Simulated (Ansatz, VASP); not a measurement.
# One calculation of BaHfO3, two programs

```
Ba Hf O
1.0
     4.16957    0.00000    0.00000
     0.00000    4.16957    0.00000
     0.00000    0.00000    4.17038
Ba Hf O
1 1 3
Direct
  0.48003 0.51726 0.03462
  0.97485 0.01762 0.52134
  0.00832 0.51361 0.51937
  0.47107 0.00194 0.49023
  0.96553 0.01745 0.00949
```

Alike in both runs: task single point; functional PBE; k mesh 4 × 4 × 4; no spin polarisation.

|  | VASP | Ansatz |
| --- | --- | --- |
| version | VASP 6.6.1 | Ansatz 0.2.0 |
| potentials or method | VASP PAW PBE potentials, release 64 (Ba_sv, Hf_pv, O), cutoff 520 eV | plane waves, PAW |
| occupations | gaussian, width 0.01 eV | fixed |
| valence electrons in the cell | 38 | 54 |

Ansatz gave:

```
rms of the force components (eV/Å) : 0.237
```

Q: What did VASP give for the same quantities?

A: rms of the force components (eV/Å): 0.251.

Atom by atom the forces differ by 0.030 eV/Å (rms over components). VASP's potentials hold 38 valence electrons a cell and Ansatz's 54, so a difference there can come from the potentials and not from the codes.

Neither program's run includes spin-orbit coupling.
